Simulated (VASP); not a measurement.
A run of VASP 6.6.1 is set up as follows.

INCAR

```
PREC = Accurate
ENCUT = 520
EDIFF = 1E-7
ISMEAR = 0
SIGMA = 0.05
LREAL = Auto
LASPH = True
NELM = 80
ALGO = Normal
ISIF = 2
LWAVE = False
LCHARG = False
GGA = PE
IVDW = 12
NBANDS = 55
```

The input KPOINTS:

```
Automatic mesh
0
Gamma
  3 3 1
```

Contents of POSCAR:

```
H5C16F
1.0
    5.0487420000      0.0000000000      0.0000000000
    2.5243710000      4.3723390000      0.0000000000
    0.0000000000      0.0000000000     16.6764260000
H C F
5 16 1
Direct
    0.1666667848      0.1666666285      0.0599648870
    0.6666667848      0.1666666285      0.0599648870
    0.1666666285      0.6666667429      0.0599648870
    0.6666666285      0.6666667429      0.0599648870
    0.0136818086      0.5077744429      0.3485367908
    0.1666667848      0.1666666285      0.1259262626
    0.6666667848      0.1666666285      0.1259262626
    0.1666666285      0.6666667429      0.1259262626
    0.6666666285      0.6666667429      0.1259262626
   -0.1666666285      0.3333332571      0.1568252694
    0.3333333715      0.3333332571      0.1568252694
   -0.1666667848      0.8333333715      0.1568252694
    0.3333332152      0.8333333715      0.1568252694
   -0.1723792803      0.3345136322      0.2565585096
    0.3285797107      0.3319982737      0.2522343816
   -0.1708280315      0.8354048028      0.2547788117
    0.3281163853      0.8382991346      0.2548743957
   -0.0035411436      0.0000068613      0.2715016995
    0.4993375374     -0.0008098640      0.2739146865
   -0.0034489754      0.4999415645      0.2832449231
    0.4819875289      0.5075740925      0.2810055344
    0.3289320481      0.5946704956      0.3811922890
```

Potentials or basis: VASP PAW PBE potentials, release 64 (H, C, F).

Launch:

```bash
$ cat potpaw_PBE.64/H/POTCAR potpaw_PBE.64/C/POTCAR potpaw_PBE.64/F/POTCAR > POTCAR
$ mpirun -np 1 vasp_std > vasp.out
```

Question: Estimate the dispersion energy per atom.

Answer: -0.106 eV.

Question: Estimate the band gap on the k mesh.

Answer: Zero (bands 38 and 39 overlap by 0.08 eV).

Question: Estimate the largest force.

Answer: 3.100 eV/Å.

Forces in eV/Å, atoms in the order of the input:
```
H   -0.064  0.026 -0.105
H    0.005  0.004 -0.113
H   -0.022  0.048 -0.220
H    0.014  0.025 -0.184
H   -0.382 -0.188 -0.090
C    0.027 -0.020  1.870
C   -0.005 -0.006  1.618
C   -0.008 -0.020  1.354
C   -0.024  0.009  1.540
C   -0.651  0.613 -0.633
C    0.002  0.463 -0.893
C    0.012  0.075 -1.308
C   -0.103 -0.226 -1.520
C   -0.120  0.043  0.055
C   -0.112  0.001 -0.087
C   -0.055  0.044  0.065
C   -0.083  0.093 -0.230
C   -0.100  0.050  0.017
C   -0.067 -0.015  0.081
C   -0.104 -0.003 -0.034
C   -0.311  0.161  0.712
F    2.152 -1.177 -1.896
```

Caveat: the k points lie up to 0.48 Å⁻¹ apart; there is no dipole correction, which matters where the two faces differ.
